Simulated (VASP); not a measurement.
Here is a VASP 6.6.1 calculation.

File POSCAR:

```
Ir
1.0
    2.5312676630      0.0000000000      0.0000000000
   -1.2656338315      2.1921420999      0.0000000000
    0.0000000000      0.0000000000      4.2837984000
Ir
2
Direct
    0.6666666667      0.3333333333      0.7500000000
    0.3333333333      0.6666666667      0.2500000000
```

INCAR.step1

```
SYSTEM = Ir
PREC     = Accurate       ! precision mode
ENCUT    = 520            ! plane-wave cutoff, eV
ISMEAR   = 0              ! smearing method
SIGMA    = 0.15           ! smearing width, eV
LREAL    = .FALSE.        ! projectors in reciprocal space
LASPH    = .TRUE.         ! aspherical terms in the spheres
NELM     = 80             ! most SCF steps
NBANDS   = 16             ! bands
GGA      = PE             ! functional
ALGO     = Normal         ! electronic algorithm
EDIFF    = 1E-4           ! SCF threshold, eV
LWAVE    = .TRUE.         ! write WAVECAR
LCHARG   = .FALSE.        ! write CHGCAR
```

Contents of INCAR.step2:

```
SYSTEM = Ir
PREC     = Accurate       ! precision mode
ENCUT    = 520            ! plane-wave cutoff, eV
EDIFF    = 1E-6           ! SCF threshold, eV
ISMEAR   = 0              ! smearing method
SIGMA    = 0.15           ! smearing width, eV
LREAL    = .FALSE.        ! projectors in reciprocal space
LASPH    = .TRUE.         ! aspherical terms in the spheres
NELM     = 80             ! most SCF steps
ALGO     = Normal         ! electronic algorithm
ISIF     = 2              ! what is computed and relaxed
LWAVE    = .FALSE.        ! write WAVECAR
LCHARG   = .FALSE.        ! write CHGCAR
METAGGA  = R2SCAN         ! meta-GGA
LMIXTAU  = .TRUE.       
NBANDS   = 16             ! bands
ISTART   = 1
```

File KPOINTS:

```
Automatic mesh
0
G
  18 18 12
  0 0 0
```

Potentials or basis: VASP PAW PBE potentials, release 64 (Ir).

Launch:

```console
$ cat potpaw_PBE.64/Ir/POTCAR > POTCAR
$ cp INCAR.step1 INCAR
$ mpirun -np 1 vasp_std > vasp.out
$ cp INCAR.step2 INCAR
$ mpirun -np 1 vasp_std > vasp.out
```

(1) What does it give for the pressure?

(2) Estimate the band gap on the k mesh.

## Answers

(1) 114.9 GPa.

(2) zero (band 9 reaches 15.37 eV, above the bottom of band 10 at 10.42 eV).

Caveat: the cell differs from its parent crystal (strain -0.080 along x and y, -0.040 along z); the PAW data sets were made with another functional, which shifts forces and pressure a little; spin-orbit coupling is left out, which moves the levels of the heavy elements.
